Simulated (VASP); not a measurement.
# K (Fm-3m) in VASP: single point with r2SCAN

Aim: the single point of K with r2SCAN.

Everything below comes from runs of VASP 6.6.1. Logs are shortened: lines on timing, memory, paths and dates and some standing lists are left out, and cuts for length are marked.

### Step 1. The cell of the first run

Symmetry: Fm-3m, No. 225, cubic system. Conventional cell: a = 6.842 Å, b = 6.842 Å, c = 6.842 Å, α = 90.00°, β = 90.00°, γ = 90.00°.

### Step 2. Single point, r2SCAN

Input file POSCAR:

```
K
1.0
    4.5615974539      1.1403993635      1.1403993635
    1.1403993635      4.5615974539      1.1403993635
    1.1403993635      1.1403993635      4.5615974539
K
1
Direct
    0.0000000000      0.0000000000      0.0000000000
```

Input file INCAR.step1:

```
SYSTEM = K
ALGO     = Normal         ! electronic algorithm
EDIFF    = 1E-4           ! SCF threshold, eV
ENCUT    = 520            ! plane-wave cutoff, eV
GGA      = PE             ! functional
ISMEAR   = 0              ! smearing method
LASPH    = .TRUE.         ! aspherical terms in the spheres
LCHARG   = .FALSE.        ! write CHGCAR
LREAL    = .FALSE.        ! projectors in reciprocal space
LWAVE    = .TRUE.         ! write WAVECAR
NBANDS   = 10             ! bands
NELM     = 100            ! most SCF steps
PREC     = Accurate       ! precision mode
SIGMA    = 0.15           ! smearing width, eV
```

Input file INCAR.step2:

```
SYSTEM = K
ALGO     = Normal         ! electronic algorithm
EDIFF    = 1E-7           ! SCF threshold, eV
ENCUT    = 520            ! plane-wave cutoff, eV
ISIF     = 2              ! what is computed and relaxed
ISMEAR   = 0              ! smearing method
ISTART   = 1            
LASPH    = .TRUE.         ! aspherical terms in the spheres
LCHARG   = .FALSE.        ! write CHGCAR
LMIXTAU  = .TRUE.       
LREAL    = .FALSE.        ! projectors in reciprocal space
LWAVE    = .FALSE.        ! write WAVECAR
METAGGA  = R2SCAN         ! meta-GGA
NBANDS   = 10             ! bands
NELM     = 100            ! most SCF steps
PREC     = Accurate       ! precision mode
SIGMA    = 0.15           ! smearing width, eV
```

Input file KPOINTS:

```
k-points
0
G
  12 12 12
  0 0 0
```

Potentials or basis: VASP PAW PBE potentials, release 64 (K_sv).

Run with:

```
$ cat potpaw_PBE.64/K_sv/POTCAR > POTCAR
$ cp INCAR.step1 INCAR
$ mpirun -np 1 vasp_std > vasp.out
$ cp INCAR.step2 INCAR
$ mpirun -np 1 vasp_std > vasp.out
```

OUTCAR:

```text
SYSTEM = K
   EDIFF = 1E-7
   ENCUT = 520
   ISIF = 2
   ISMEAR = 0
   ISTART = 1
   LASPH = .TRUE.
   LREAL = .FALSE.
   METAGGA = R2SCAN
   NELM = 100
   PREC = Accurate

 ion  position               nearest neighbor table
   1  0.000  0.000  0.000-

  LATTYP: Found a face centered cubic cell.
 ALAT       =     6.8423961809

  Lattice vectors:

 A1 = (   4.5615974539,   1.1403993635,   1.1403993635)
 A2 = (   1.1403993635,   4.5615974539,   1.1403993635)
 A3 = (   1.1403993635,   1.1403993635,   4.5615974539)

Analysis of symmetry for initial positions (statically):
=====================================================================
 Subroutine PRICEL returns:
 Original cell was already a primitive cell.

 Routine SETGRP: Setting up the symmetry group for a
 face centered cubic supercell.

 Subroutine GETGRP returns: Found 48 space group operations
 (whereof 48 operations were pure point group operations)
 out of a pool of 48 trial point group operations.

The static configuration has the point symmetry O_h .

Analysis of symmetry for dynamics (positions and initial velocities):
=====================================================================
 Subroutine PRICEL returns:
 Original cell was already a primitive cell.

 Routine SETGRP: Setting up the symmetry group for a
 face centered cubic supercell.

 Subroutine GETGRP returns: Found 48 space group operations
 (whereof 48 operations were pure point group operations)
 out of a pool of 48 trial point group operations.

The dynamic configuration has the point symmetry O_h .

 Subroutine INISYM returns: Found 48 space group operations
 (whereof 48 operations are pure point group operations),
 and found     1 'primitive' translations

----------------------------------------------------------------------------------------

                                     Primitive cell

  volume of cell :      80.0875

  direct lattice vectors                    reciprocal lattice vectors
     4.561597454  1.140399364  1.140399364     0.243579387 -0.048715877 -0.048715877
     1.140399364  4.561597454  1.140399364    -0.048715877  0.243579387 -0.048715877
     1.140399364  1.140399364  4.561597454    -0.048715877 -0.048715877  0.243579387

  length of vectors
     4.838304739  4.838304739  4.838304739     0.253135124  0.253135124  0.253135124

  position of ions in fractional coordinates (direct lattice)
     0.000000000  0.000000000  0.000000000

  ion indices of the primitive-cell ions
   primitive index   ion index
                 1           1

----------------------------------------------------------------------------------------

 KPOINTS: k-points

Automatic generation of k-mesh.
 Grid dimensions read from file:
 generate k-points for:   12   12   12

 Generating k-lattice:

  Cartesian coordinates                     Fractional coordinates (reciprocal lattice)
     0.020298282 -0.004059656 -0.004059656     0.083333333  0.000000000  0.000000000
    -0.004059656  0.020298282 -0.004059656     0.000000000  0.083333333  0.000000000
    -0.004059656 -0.004059656  0.020298282     0.000000000  0.000000000  0.083333333

  Length of vectors
     0.021094594  0.021094594  0.021094594

  Shift w.r.t. Gamma in fractional coordinates (k-lattice)
     0.000000000  0.000000000  0.000000000

 Subroutine IBZKPT returns following result:
 ===========================================

 Found     72 irreducible k-points:

 Following reciprocal coordinates:
            Coordinates               Weight
  0.000000  0.000000  0.000000      1.000000
  0.083333  0.000000  0.000000      8.000000
  0.166667  0.000000  0.000000      8.000000
  0.250000  0.000000  0.000000      8.000000
  0.333333  0.000000  0.000000      8.000000
  0.416667  0.000000  0.000000      8.000000
[... 16 lines left out ...]
  0.500000  0.166667  0.000000     24.000000
 -0.416667  0.166667  0.000000     24.000000
 [... further k-points ...]
   k-points           NKPTS =     72   k-points in BZ     NKDIM =     72   number of bands    NBANDS=     10
   number of dos      NEDOS =    301   number of ions     NIONS =      1
   total plane-waves  NPLWV =  46656
   dimension x,y,z NGX =    36 NGY =   36 NGZ =   36
   dimension x,y,z NGXF=    72 NGYF=   72 NGZF=   72
   ions per type =               1
   NGX,Y,Z   is equivalent  to a cutoff of  12.37, 12.37, 12.37 a.u.
   NGXF,Y,Z  is equivalent  to a cutoff of  24.74, 24.74, 24.74 a.u.
 SYSTEM =  K
   PREC   = accura    normal or accurate (medium, high low for compatibility)
   ISTART =      1    job   : 0-new  1-cont  2-samecut
   ICHARG =      0    charge: 1-file 2-atom 10-const
   ISPIN  =      1    spin polarized calculation?
   LNONCOLLINEAR =      F non collinear calculations
   LSORBIT =      F    spin-orbit coupling
   LASPH  =      T    aspherical Exc in radial PAW
   ENCUT  =  520.0 eV  38.22 Ry    6.18 a.u.   9.00  9.00  9.00*2*pi/ulx,y,z
   NELM   =    100;   NELMIN=  2; NELMDL=  0     # of ELM steps
   EDIFF  = 0.1E-06   stopping-criterion for ELM
   LREAL  =      F    real-space projection
   EDIFFG = 0.1E-05   stopping-criterion for IOM
   NSW    =      0    number of steps for IOM
   IBRION =     -1    ionic relax: 0-MD 1-quasi-New 2-CG
   NFREE  =      0    steps in history (QN), initial steepest desc. (CG)
   ISIF   =      2    stress and relaxation
   ISYM   =      2    0-nonsym 1-usesym 2-fastsym
   POTIM  = 0.5000    time-step for ionic-motion
   TEBEG  =    0.0;   TEEND  =   0.0 temperature during run
   PSTRESS=    0.0 pullay stress
   NELECT =       9.0000    total number of electrons
   NUPDOWN=      -1.0000    fix difference up-down
   EMIN   =  10.00;   EMAX   =-10.00  energy-range for DOS
   EFERMI =   0.00;   METHOD = LEGACY
   ISMEAR =     0;   SIGMA  =   0.15  broadening in eV -4-tet -1-fermi 0-gaus
   EFERMI_NEDOS =   21; number of points for ismear=-14 and -15
   IALGO  =     38    algorithm
   IMIX   =      4    mixing-type and parameters
     AMIX     =   0.40;   BMIX     =  1.00
     AMIX_MAG =   1.60;   BMIX_MAG =  1.00
  volume/ion in A,a.u.               =      80.09       540.46
  Fermi-wavevector in a.u.,A,eV,Ry     =   0.790013  1.492908  8.491671  0.624120
  Thomas-Fermi vector in A             =   1.895269
   LORBIT       =      0    0 simple, 1 ext, 2 COOP (PROOUT), +10 PAW based schemes
   METAGGA = R2SCAN    functional components
   LHFCALC =     F    Hartree Fock is set to
   AEXX    =    0.0000 exact exchange contribution
   IVDW    =     0    specifies the selected vdW correction
   LEPSILON=     F    determine dielectric tensor
   LRPA    =     F    only Hartree local field effects (RPA)
 non-spin polarized calculation
 Gauss-broadening in eV      SIGMA  =   0.15
  energy-cutoff  :      520.00
  volume of cell :       80.09
 maximum number of plane-waves:      2180
   NGX = 17   NGY = 17   NGZ = 17

 number of electron       9.0000001 magnetization

 Free energy of the ion-electron system (eV)
  ---------------------------------------------------
  ext. energy  EPLUGINS =         0.00000000
  ---------------------------------------------------
  free energy    TOTEN  =        -6.01490801 eV

  energy without entropy =       -6.00689742  energy(sigma->0) =       -6.01090272

 E-fermi :  -0.2530     XC(G=0):  -5.6985

 val. band max:       -0.3250368096   @ k =   0.5000   0.2500   0.0833
 cond. band min:      -0.2339947880   @ k =  -0.4167   0.0833  -0.0000
 fundamental gap:      0.0910420217
 Fermi energy:        -0.2530195107

 k-point     1 :       0.0000    0.0000    0.0000
  band No.  band energies     occupation
      1     -33.9527      2.00000
      2     -16.6292      2.00000
      3     -16.6292      2.00000
      4     -16.6291      2.00000
      5      -2.4316      2.00000
      6       4.3273      0.00000
      7       4.3273      0.00000
      8       4.3273      0.00000
      9       5.6180      0.00000
     10       5.6180      0.00000

 k-point     2 :       0.0833    0.0000    0.0000
  band No.  band energies     occupation
      1     -33.9526      2.00000
      2     -16.6326      2.00000
      3     -16.6296      2.00000
      4     -16.6296      2.00000
      5      -2.3500      2.00000
      6       4.0622      0.00000
      7       4.3574      0.00000
      8       4.3574      0.00000
      9       5.5362      0.00000
     10       5.5363      0.00000

 k-point     3 :       0.1667    0.0000    0.0000
  band No.  band energies     occupation
      1     -33.9521      2.00000
      2     -16.6420      2.00000
      3     -16.6309      2.00000
      4     -16.6309      2.00000
      5      -2.1082      2.00000
      6       3.4467      0.00000
      7       4.4069      0.00000
      8       4.4069      0.00000
      9       5.4105      0.00000
     10       5.4105      0.00000

 k-point     4 :       0.2500    0.0000    0.0000
  band No.  band energies     occupation
      1     -33.9514      2.00000
      2     -16.6547      2.00000
      3     -16.6327      2.00000
      4     -16.6327      2.00000
      5      -1.7148      2.00000
      6       2.6822      0.00000
      7       4.3699      0.00000
      8       4.3700      0.00000
      9       5.4643      0.00000
     10       5.4644      0.00000
[... 222 lines left out ...]
 k-point    22 :       0.4167    0.1667    0.0000
  band No.  band energies     occupation
      1     -33.9503      2.00000
      2     -16.6692      2.00000
      3     -16.6409      2.00000
      4     -16.6390      2.00000
      5      -0.7213      1.99999
      6       1.7379      0.00000
      7       3.4155      0.00000
      8       4.2705      0.00000
      9       5.1709      0.00000
     10       6.3013      0.00000

 k-point    23 :       0.5000    0.1667    0.0000
  band No.  band energies     occupation
      1     -33.9499      2.00000
      2     -16.6747      2.00000
      3     -16.6436      2.00000
      4     -16.6391      2.00000
      5      -0.0539      0.06043
      6       0.9536      0.00000
      7       3.2658      0.00000
      8       4.2215      0.00000
      9       5.3684      0.00000
     10       6.3742      0.00000

 k-point    24 :      -0.4167    0.1667    0.0000
  band No.  band energies     occupation
      1     -33.9499      2.00000
      2     -16.6752      2.00000
      3     -16.6453      2.00000
      4     -16.6380      2.00000
      5       0.1826      0.00004
      6       0.7046      0.00000
      7       3.1768      0.00000
      8       4.2333      0.00000
      9       5.5885      0.00000
     10       6.0931      0.00000

 [... further k-points ...]

------------------------ aborting loop because EDIFF is reached ----------------------------------------

  FORCE on cell =-STRESS in cart. coord.  units (eV):
  Direction    XX          YY          ZZ          XY          YZ          ZX
  --------------------------------------------------------------------------------------
  -------------------------------------------------------------------------------------
  Total       -0.0784657     -0.0784657     -0.0784657     -0.0000000     -0.0000000     -0.0000000
  in kB       -1.5697339     -1.5697339     -1.5697339     -0.0000000     -0.0000000     -0.0000000
  external PRESSURE =      -1.5697339 kB  Pullay stress =       0.0000000 kB

 VOLUME and BASIS-vectors are now :
 -----------------------------------------------------------------------------
  energy-cutoff  :      520.00
  volume of cell :       80.09
      direct lattice vectors                 reciprocal lattice vectors
     4.561597454  1.140399364  1.140399364     0.243579387 -0.048715877 -0.048715877
     1.140399364  4.561597454  1.140399364    -0.048715877  0.243579387 -0.048715877
     1.140399364  1.140399364  4.561597454    -0.048715877 -0.048715877  0.243579387

 POSITION                                       TOTAL-FORCE (eV/Angst)
 -----------------------------------------------------------------------------------
      0.00000      0.00000      0.00000         0.000000     -0.000000     -0.000000
 -----------------------------------------------------------------------------------
    total drift:                               -0.000000     -0.000000     -0.000000

  FREE ENERGIE OF THE ION-ELECTRON SYSTEM (eV)
  ---------------------------------------------------
  free  energy   TOTEN  =        -6.0149080123 eV

  energy  without entropy=       -6.0068974245  energy(sigma->0) =       -6.01090272
```

It took 6.1 min on 1 thread of Oxide Virtual Turin-like, shared host; peak memory 0.2 GiB.

Results:

- Free energy: -6.0149 eV
- Pressure: -0.2 GPa

Levels at points of the mesh, in eV from the Fermi level:
```
           k point  band 2  band 3  band 4  band 5  band 6  band 7  band 8  band 9
(0.00, 0.00, 0.00)  -16.38  -16.38  -16.38   -2.18    4.58    4.58    4.58    5.87
(0.50, 0.00, 0.00)  -16.43  -16.38  -16.38    0.46    0.47    4.34    4.34    6.56
(0.50, 0.50, 0.00)  -16.42  -16.39  -16.39    1.04    1.34    2.57    5.07    5.07
```

Caveat: the PAW data sets were made with another functional, which shifts forces and pressure a little.
